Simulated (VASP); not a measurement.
# Zr3N4 (I-43d) in VASP: notebook

The runs below take Zr3N4 through relaxation of the atoms, with PBE.

All numbers are computed with VASP 6.6.1; they aren't measurements. Logs are shortened: lines on timing, memory, paths and dates and some standing lists are left out, and cuts for length are marked.

## Step 1: The cell of the first run

The structure is cubic, space group I-43d (No. 220). The conventional cell has a = 6.785 Å, b = 6.785 Å, c = 6.785 Å, α = 90.00°, β = 90.00°, γ = 90.00°. Zr (site symmetry -4) has 8 N at 2.24 to 2.46 Å within 3.0 Å. N (site symmetry 3) has 6 Zr at 2.24 to 2.46 Å and 5 N at 2.63 to 2.94 Å within 3.0 Å.

## Step 2: Relaxation of the atoms, PBE (11.15 Å³/atom)

INCAR reads:

```
SYSTEM = Zr3N4
PREC = Accurate
ENCUT = 520
EDIFF = 1E-7
ISMEAR = -1
SIGMA = 0.02
LREAL = .False.
LASPH = .True.
NELM = 120
ALGO = Normal
ISIF = 2
LWAVE = .False.
LCHARG = .False.
GGA = PE
IBRION = 2
NSW = 80
EDIFFG = -0.02
GGA_COMPAT = .False.
NELMIN = 4
KPAR = 4
```

KPOINTS reads:

```
Automatic mesh
0
Gamma
  6 6 6
  0 0 0
```

POSCAR reads:

```
Zr3N4
1.0
   -3.3923185312      3.3923185312      3.3923185312
    3.3923185312     -3.3923185312      3.3923185312
    3.3923185312      3.3923185312     -3.3923185312
Zr N
6 8
Direct
    0.2500000000      0.6250000000      0.3750000000
    0.3750000000      0.2500000000      0.6250000000
    0.7500000000      0.8750000000      0.1250000000
    0.1250000000      0.7500000000      0.8750000000
    0.6250000000      0.3750000000      0.2500000000
    0.8750000000      0.1250000000      0.7500000000
    0.1374207936      0.1374207936      0.1374207936
    0.8625792064      0.5000000000      0.0000000000
    0.5000000000      0.0000000000      0.3625792064
    0.0000000000      0.8625792064      0.5000000000
    0.3625792064      0.5000000000      0.0000000000
    0.6374207936      0.6374207936      0.6374207936
    0.0000000000      0.3625792064      0.5000000000
    0.5000000000      0.0000000000      0.8625792064
```

Potentials or basis: VASP PAW PBE potentials, release 64 (Zr_sv, N).

Command:

```console
cat potpaw_PBE.64/Zr_sv/POTCAR potpaw_PBE.64/N/POTCAR > POTCAR
mpirun -np 4 vasp_std > vasp.out
```

OUTCAR:

```text
SYSTEM = Zr3N4
   PREC = Accurate
   ENCUT = 520
   EDIFF = 1E-7
   ISMEAR = -1
   LREAL = .False.
   LASPH = .True.
   NELM = 120
   ISIF = 2
   GGA = PE
   IBRION = 2
   NSW = 80
   EDIFFG = -0.02
   NELMIN = 4

 ion  position               nearest neighbor table
   1  0.250  0.625  0.375-   8 2.24  12 2.24   9 2.24  13 2.24  11 2.46   7 2.46  10 2.46  14 2.46
                             4 3.17   5 3.17   6 3.17   2 3.17   2 3.17   4 3.17   6 3.17   5 3.17
   2  0.375  0.250  0.625-   9 2.24  10 2.24  11 2.24  12 2.24   7 2.46   8 2.46  13 2.46  14 2.46
                             3 3.17   1 3.17   5 3.17   6 3.17   1 3.17   3 3.17   6 3.17   5 3.17
   3  0.750  0.875  0.125-   7 2.24  10 2.24  11 2.24  14 2.24   9 2.46  12 2.46  13 2.46   8 2.46
                             2 3.17   4 3.17   5 3.17   6 3.17   2 3.17   4 3.17   6 3.17   5 3.17
   4  0.125  0.750  0.875-   7 2.24  13 2.24   8 2.24  14 2.24  11 2.46  12 2.46   9 2.46  10 2.46
                             3 3.17   6 3.17   3 3.17   5 3.17   1 3.17   1 3.17   5 3.17   6 3.17
   5  0.625  0.375  0.250-  14 2.24  12 2.24  13 2.24  11 2.24   7 2.46   8 2.46   9 2.46  10 2.46
                             2 3.17   4 3.17   1 3.17   3 3.17   4 3.17   2 3.17   1 3.17   3 3.17
   6  0.875  0.125  0.750-   9 2.24   8 2.24   7 2.24  10 2.24  11 2.46  12 2.46  13 2.46  14 2.46
                             4 3.17   1 3.17   3 3.17   2 3.17   1 3.17   3 3.17   4 3.17   2 3.17
   7  0.137  0.137  0.137-   3 2.24   4 2.24   6 2.24   2 2.46   5 2.46   1 2.46
   8  0.863  0.500  0.000-   1 2.24   4 2.24   6 2.24   2 2.46   5 2.46   3 2.46
   9  0.500  0.000  0.363-   2 2.24   6 2.24   1 2.24   4 2.46   5 2.46   3 2.46
  10  0.000  0.863  0.500-   2 2.24   3 2.24   6 2.24   4 2.46   5 2.46   1 2.46
  11  0.363  0.500  0.000-   2 2.24   3 2.24   5 2.24   4 2.46   1 2.46   6 2.46
  12  0.637  0.637  0.637-   1 2.24   2 2.24   5 2.24   4 2.46   3 2.46   6 2.46
  13  0.000  0.363  0.500-   4 2.24   1 2.24   5 2.24   2 2.46   3 2.46   6 2.46
  14  0.500  0.000  0.863-   3 2.24   5 2.24   4 2.24   2 2.46   1 2.46   6 2.46

  LATTYP: Found a body centered cubic cell.
 ALAT       =     6.7846370624

  Lattice vectors:

 A1 = (  -3.3923185312,   3.3923185312,   3.3923185312)
 A2 = (   3.3923185312,  -3.3923185312,   3.3923185312)
 A3 = (   3.3923185312,   3.3923185312,  -3.3923185312)

Analysis of symmetry for initial positions (statically):
=====================================================================
 Subroutine PRICEL returns:
 Original cell was already a primitive cell.

 Routine SETGRP: Setting up the symmetry group for a
 body centered cubic supercell.

 Subroutine GETGRP returns: Found 24 space group operations
 (whereof  3 operations were pure point group operations)
 out of a pool of 48 trial point group operations.

The static configuration has the point symmetry C_3 .
 The point group associated with its full space group is T_d .

Analysis of symmetry for dynamics (positions and initial velocities):
=====================================================================
 Subroutine PRICEL returns:
 Original cell was already a primitive cell.

[... 123 lines left out ...]
   EDIFF  = 0.1E-06   stopping-criterion for ELM
   LREAL  =      F    real-space projection
   EDIFFG = -.2E-01   stopping-criterion for IOM
   NSW    =     80    number of steps for IOM
   IBRION =      2    ionic relax: 0-MD 1-quasi-New 2-CG
   NFREE  =      1    steps in history (QN), initial steepest desc. (CG)
   ISIF   =      2    stress and relaxation
   ISYM   =      2    0-nonsym 1-usesym 2-fastsym
   POTIM  = 0.5000    time-step for ionic-motion
   TEBEG  =    0.0;   TEEND  =   0.0 temperature during run
   PSTRESS=    0.0 pullay stress
   NELECT =     112.0000    total number of electrons
   NUPDOWN=      -1.0000    fix difference up-down
   EMIN   =  10.00;   EMAX   =-10.00  energy-range for DOS
   EFERMI =   0.00;   METHOD = LEGACY
   ISMEAR =    -1;   SIGMA  =   0.02  broadening in eV -4-tet -1-fermi 0-gaus
   EFERMI_NEDOS =   21; number of points for ismear=-14 and -15
   IALGO  =     38    algorithm
   IMIX   =      4    mixing-type and parameters
     AMIX     =   0.40;   BMIX     =  1.00
     AMIX_MAG =   1.60;   BMIX_MAG =  1.00
  volume/ion in A,a.u.               =      11.15        75.27
  Fermi-wavevector in a.u.,A,eV,Ry     =   1.465427  2.769256 29.218192  2.147477
  Thomas-Fermi vector in A             =   2.581285
   LORBIT       =      0    0 simple, 1 ext, 2 COOP (PROOUT), +10 PAW based schemes
   GGA     = PE    functional components
   LHFCALC =     F    Hartree Fock is set to
   AEXX    =    0.0000 exact exchange contribution
   IVDW    =     0    specifies the selected vdW correction
   LEPSILON=     F    determine dielectric tensor
   LRPA    =     F    only Hartree local field effects (RPA)
 conjugate gradient relaxation of ions
 non-spin polarized calculation
  energy-cutoff  :      520.00
  volume of cell :      156.15
 maximum number of plane-waves:      4244
 NGX is ok and might be reduce to    48
   NGX = 21   NGY = 21   NGZ = 21

--------------------------------------- Ionic step        1  -------------------------------------------

 number of electron     112.0000010 magnetization

 Free energy of the ion-electron system (eV)
  ---------------------------------------------------
  ext. energy  EPLUGINS =         0.00000000
  ---------------------------------------------------
  free energy    TOTEN  =      -139.00545337 eV

  energy without entropy =     -139.00545337  energy(sigma->0) =     -139.00545337

------------------------ aborting loop because EDIFF is reached ----------------------------------------

  FORCE on cell =-STRESS in cart. coord.  units (eV):
  Direction    XX          YY          ZZ          XY          YZ          ZX
  --------------------------------------------------------------------------------------
  -------------------------------------------------------------------------------------
  Total       -0.8760617     -0.8760617     -0.8760617      0.0000000      0.0000000      0.0000000
  in kB       -8.9886698     -8.9886698     -8.9886698      0.0000000      0.0000000      0.0000000
  external PRESSURE =      -8.9886698 kB  Pullay stress =       0.0000000 kB
[... 179 lines left out ...]
--------------------------------------- Ionic step        5  -------------------------------------------

 number of electron     112.0000013 magnetization

 Free energy of the ion-electron system (eV)
  ---------------------------------------------------
  ext. energy  EPLUGINS =         0.00000000
  ---------------------------------------------------
  free energy    TOTEN  =      -139.01049431 eV

  energy without entropy =     -139.01049431  energy(sigma->0) =     -139.01049431

 E-fermi :  10.6952     XC(G=0): -12.5846

 val. band max:       10.3407378989   @ k =   0.0000   0.0000   0.0000
 cond. band min:      11.0414165153   @ k =   0.0000   0.0000   0.0000
 fundamental gap:      0.7006786164
 Fermi energy:        10.6951582217

 k-point     1 :       0.0000    0.0000    0.0000
  band No.  band energies     occupation
      1     -38.3869      2.00000
      2     -38.2564      2.00000
      3     -38.2564      2.00000
      4     -38.2564      2.00000
      5     -38.2124      2.00000
      6     -38.2124      2.00000
[... 1150 lines left out ...]
  FREE ENERGIE OF THE ION-ELECTRON SYSTEM (eV)
  ---------------------------------------------------
  free  energy   TOTEN  =      -139.0104943142 eV

  energy  without entropy=     -139.0104943138  energy(sigma->0) =     -139.01049431

 reached required accuracy - stopping structural energy minimisation
```

OSZICAR:

```text
N       E                     dE             d eps       ncg     rms          rms(c)
DAV:   1     0.112880152640E+04    0.11288E+04   -0.61245E+04  2144   0.172E+03
DAV:   2    -0.482237055733E+02   -0.11770E+04   -0.11321E+04  2464   0.498E+02
[... 49 lines left out ...]
DAV:   4    -0.139010489832E+03    0.21360E-03   -0.16284E-03  2562   0.152E-01    0.364E-02
DAV:   5    -0.139010498144E+03   -0.83115E-05   -0.20803E-04  2442   0.549E-02    0.295E-02
DAV:   6    -0.139010497923E+03    0.22127E-06   -0.13819E-05  3018   0.130E-02    0.115E-02
DAV:   7    -0.139010494013E+03    0.39094E-05   -0.12182E-05  2466   0.141E-02    0.138E-03
DAV:   8    -0.139010494381E+03   -0.36793E-06   -0.27780E-06  2183   0.525E-03    0.184E-03
DAV:   9    -0.139010494314E+03    0.67013E-07   -0.16740E-07  1479   0.170E-03
   5 F= -.13901049E+03 E0= -.13901049E+03  d E =-.504094E-02
```

CONTCAR:

```text
Zr3N4
   1.00000000000000
    -3.3923185311999999    3.3923185311999999    3.3923185311999999
     3.3923185311999999   -3.3923185311999999    3.3923185311999999
     3.3923185311999999    3.3923185311999999   -3.3923185311999999
  Zr              N
     6     8
Direct
     0.2500000000000000    0.6250000000000000    0.3750000000000000
[... 17 lines left out ...]
  0.00000000E+00  0.00000000E+00  0.00000000E+00
  0.00000000E+00  0.00000000E+00  0.00000000E+00
  0.00000000E+00  0.00000000E+00  0.00000000E+00
  0.00000000E+00  0.00000000E+00  0.00000000E+00
  0.00000000E+00  0.00000000E+00  0.00000000E+00
  0.00000000E+00  0.00000000E+00  0.00000000E+00
  0.00000000E+00  0.00000000E+00  0.00000000E+00
  0.00000000E+00  0.00000000E+00  0.00000000E+00
  0.00000000E+00  0.00000000E+00  0.00000000E+00
  0.00000000E+00  0.00000000E+00  0.00000000E+00
  0.00000000E+00  0.00000000E+00  0.00000000E+00
```

It took 3.3 min on 4 MPI ranks of AMD EPYC 7R43 (Zen 3), shared host; peak memory 0.37 GiB.

Results:

| Item | Value |
| --- | --- |
| Free energy | -139.0105 eV |
| Energy gained by relaxing | 0.4 meV/atom |
| Ionic steps | 5 |
| Pressure after relaxing | -0.1 GPa |
| Band gap on the k mesh | 0.70 eV |

The path:
| step | energy change (eV) | largest force (eV/Å) | pressure (GPa) |
| --- | --- | --- | --- |
| 1 | 0.0000 | 0.0692 | -0.90 |
| 2 | -0.0017 | 0.0561 | -0.76 |
| 3 | -0.0045 | 0.0218 | -0.37 |
| 4 | -0.0027 | 0.0473 | 0.47 |
| 5 | -0.0050 | 0.0004 | -0.11 |

Final structure:
```
Zr N
1.0
    -3.39232    3.39232    3.39232
     3.39232   -3.39232    3.39232
     3.39232    3.39232   -3.39232
Zr N
6 8
Direct
  0.25000 0.62500 0.37500
  0.37500 0.25000 0.62500
  0.75000 0.87500 0.12500
  0.12500 0.75000 0.87500
  0.62500 0.37500 0.25000
  0.87500 0.12500 0.75000
  0.13434 0.13434 0.13434
  0.86566 0.50000 0.00000
  0.50000 0.00000 0.36566
  0.00000 0.86566 0.50000
  0.36566 0.50000 0.00000
  0.63434 0.63434 0.63434
  0.00000 0.36566 0.50000
  0.50000 0.00000 0.86566
```

A k mesh can miss the band edges.

## Step 3: Relaxation of the atoms, PBE (10.72 Å³/atom)

This run uses another cell than the first one, of 10.72 Å³/atom.

INCAR reads:

```
PREC = Accurate
ENCUT = 520
EDIFF = 1E-7
ISMEAR = -1
SIGMA = 0.02
LREAL = F
LASPH = T
NELM = 120
ALGO = Normal
ISIF = 2
LWAVE = F
LCHARG = F
GGA = PE
IBRION = 2
NSW = 80
EDIFFG = -0.02
GGA_COMPAT = F
NELMIN = 4
KPAR = 4
```

KPOINTS reads:

```
regular mesh
0
Gamma
  6 6 6
```

POSCAR, as its differences from that of step 2:

```diff
@@ -2,5 +2,5 @@
 1.0
-   -3.3923185312      3.3923185312      3.3923185312
-    3.3923185312     -3.3923185312      3.3923185312
-    3.3923185312      3.3923185312     -3.3923185312
+   -3.3473818688      3.3473818688      3.3473818688
+    3.3473818688     -3.3473818688      3.3473818688
+    3.3473818688      3.3473818688     -3.3473818688
 Zr N
```

Potentials or basis: VASP PAW PBE potentials, release 64 (Zr_sv, N).

Command:

```console
cat potpaw_PBE.64/Zr_sv/POTCAR potpaw_PBE.64/N/POTCAR > POTCAR
mpirun -np 4 vasp_std > vasp.out
```

Run time: 2.7 min. Hardware: 4 MPI ranks of AMD EPYC 7R43 (Zen 3), shared host; peak memory 0.37 GiB.

Results (log left out):

| Property | Result |
| --- | --- |
| Free energy | -138.8417 eV |
| Energy gained by relaxing | 1.1 meV/atom |
| Ionic steps | 3 |
| Pressure after relaxing | 9.1 GPa |
| Band gap on the k mesh | 0.82 eV |

Forces in eV/Å, atoms in the order of the input:
```
Zr   0.000  0.000  0.000
Zr   0.000  0.000  0.000
Zr   0.000  0.000  0.000
Zr   0.000  0.000  0.000
Zr   0.000  0.000  0.000
Zr   0.000  0.000  0.000
N   -0.002 -0.002 -0.002
N   -0.002  0.002  0.002
N    0.002  0.002 -0.002
N    0.002 -0.002  0.002
N   -0.002  0.002  0.002
N   -0.002 -0.002 -0.002
N    0.002 -0.002  0.002
N    0.002  0.002 -0.002
```

Step by step:
| step | energy change (eV) | largest force (eV/Å) | pressure (GPa) |
| --- | --- | --- | --- |
| 1 | 0.0000 | 0.1412 | 10.30 |
| 2 | -0.0067 | 0.1059 | 9.99 |
| 3 | -0.0152 | 0.0028 | 9.12 |

Final structure:
```
CELL_PARAMETERS angstrom
-3.34738 3.34738 3.34738
3.34738 -3.34738 3.34738
3.34738 3.34738 -3.34738
ATOMIC_POSITIONS crystal
Zr 0.25000 0.62500 0.37500
Zr 0.37500 0.25000 0.62500
Zr 0.75000 0.87500 0.12500
Zr 0.12500 0.75000 0.87500
Zr 0.62500 0.37500 0.25000
Zr 0.87500 0.12500 0.75000
N 0.14212 0.14212 0.14212
N 0.85788 0.50000 0.00000
N 0.50000 0.00000 0.35788
N 0.00000 0.85788 0.50000
N 0.35788 0.50000 0.00000
N 0.64212 0.64212 0.64212
N 0.00000 0.35788 0.50000
N 0.50000 0.00000 0.85788
```

Levels at points of the mesh, in eV from the valence-band top:
```tsv
k point	band 54	band 55	band 56	band 57	band 58	band 59
(0.00, 0.00, 0.00)	0.00	0.00	0.00	0.82	0.82	1.43
(0.50, 0.00, 0.00)	-1.64	-0.71	-0.71	2.17	2.17	2.43
(0.50, 0.50, 0.50)	-0.38	-0.38	-0.38	3.31	3.31	3.31
```

A k mesh can miss the band edges.

## Step 4: Relaxation of the atoms, PBE (10.50 Å³/atom)

This run uses another cell than the first one, of 10.50 Å³/atom.

INCAR reads:

```
SYSTEM = Zr3N4
ALGO = Normal
EDIFF = 1E-7
EDIFFG = -0.02
ENCUT = 520
GGA = PE
GGA_COMPAT = .FALSE.
IBRION = 2
ISIF = 2
ISMEAR = -1
KPAR = 4
LASPH = .TRUE.
LCHARG = .FALSE.
LREAL = .FALSE.
LWAVE = .FALSE.
NELM = 120
NELMIN = 4
NSW = 80
PREC = Accurate
SIGMA = 0.02
```

KPOINTS reads:

```
k-points
0
G
  6 6 6
  0 0 0
```

POSCAR, as its differences from that of step 3:

```diff
@@ -2,5 +2,5 @@
 1.0
-   -3.3473818688      3.3473818688      3.3473818688
-    3.3473818688     -3.3473818688      3.3473818688
-    3.3473818688      3.3473818688     -3.3473818688
+   -3.3244538762      3.3244538762      3.3244538762
+    3.3244538762     -3.3244538762      3.3244538762
+    3.3244538762      3.3244538762     -3.3244538762
 Zr N
```

Command:

```console
cat potpaw_PBE.64/Zr_sv/POTCAR potpaw_PBE.64/N/POTCAR > POTCAR
mpirun -np 4 vasp_std > vasp.out
```

It took 5.3 min on 4 MPI ranks of AMD EPYC 7R43 (Zen 3), shared host; peak memory 0.35 GiB.

The run converged. Its results:

```
Free energy                  : -138.6087 eV
Energy gained by relaxing    : 3.1 meV/atom
Ionic steps                  : 3
Pressure after relaxing      : 14.9 GPa
Largest force after relaxing : 0.010 eV/Å
Band gap on the k mesh       : 0.89 eV
```

Forces in eV/Å, atoms in the order of the input:
```
Zr   0.000  0.000  0.000
Zr   0.000  0.000  0.000
Zr   0.000  0.000  0.000
Zr   0.000  0.000  0.000
Zr   0.000  0.000  0.000
Zr   0.000  0.000  0.000
N   -0.006 -0.006 -0.006
N   -0.006  0.006  0.006
N    0.006  0.006 -0.006
N    0.006 -0.006  0.006
N   -0.006  0.006  0.006
N   -0.006 -0.006 -0.006
N    0.006 -0.006  0.006
N    0.006  0.006 -0.006
```

Step by step:
| step | energy change (eV) | largest force (eV/Å) | pressure (GPa) |
| --- | --- | --- | --- |
| 1 | 0.0000 | 0.2578 | 16.82 |
| 2 | -0.0220 | 0.1841 | 16.23 |
| 3 | -0.0440 | 0.0100 | 14.93 |

Final structure:
```cif
data_structure
_symmetry_space_group_name_H-M 'P 1'
_symmetry_Int_Tables_number 1
_cell_length_a 5.7581
_cell_length_b 5.7581
_cell_length_c 5.7581
_cell_angle_alpha 109.471
_cell_angle_beta 109.471
_cell_angle_gamma 109.471
_cell_volume 146.97
loop_
_atom_site_label
_atom_site_type_symbol
_atom_site_fract_x
_atom_site_fract_y
_atom_site_fract_z
_atom_site_occupancy
Zr1 Zr 0.25000 0.62500 0.37500 1
Zr2 Zr 0.37500 0.25000 0.62500 1
Zr3 Zr 0.75000 0.87500 0.12500 1
Zr4 Zr 0.12500 0.75000 0.87500 1
Zr5 Zr 0.62500 0.37500 0.25000 1
Zr6 Zr 0.87500 0.12500 0.75000 1
N1 N 0.14497 0.14497 0.14497 1
N2 N 0.85503 0.50000 0.00000 1
N3 N 0.50000 0.00000 0.35503 1
N4 N 0.00000 0.85503 0.50000 1
N5 N 0.35503 0.50000 0.00000 1
N6 N 0.64497 0.64497 0.64497 1
N7 N 0.00000 0.35503 0.50000 1
N8 N 0.50000 0.00000 0.85503 1
```

Levels at points of the mesh, in eV from the valence-band top:
```tsv
k point	band 54	band 55	band 56	band 57	band 58	band 59
(0.00, 0.00, 0.00)	0.00	0.00	0.00	0.89	0.89	1.55
(0.50, 0.00, 0.00)	-1.63	-0.63	-0.63	2.23	2.23	2.56
(0.50, 0.50, 0.50)	-0.30	-0.30	-0.30	3.41	3.41	3.41
```

## Step 5: The runs side by side

```csv
cell,gap on the mesh (eV),pressure (GPa)
"atoms relaxed from a = 5.876 Å, angles 109.5°, 14 atoms",0.70,-0.1
"atoms relaxed from a = 5.798 Å, angles 109.5°, 14 atoms",0.82,9.1
"atoms relaxed from a = 5.758 Å, angles 109.5°, 14 atoms",0.89,14.9
```

Alike in all rows: task relaxation of the atoms; level PBE; potentials or basis VASP PAW PBE potentials, release 64 (Zr_sv, N); no spin polarisation; k mesh 6 × 6 × 6; cutoff (eV) 520; smearing fermi-dirac 0.02 eV.

Total energies depend on the potentials used, so only differences within one code and one set of settings carry meaning.
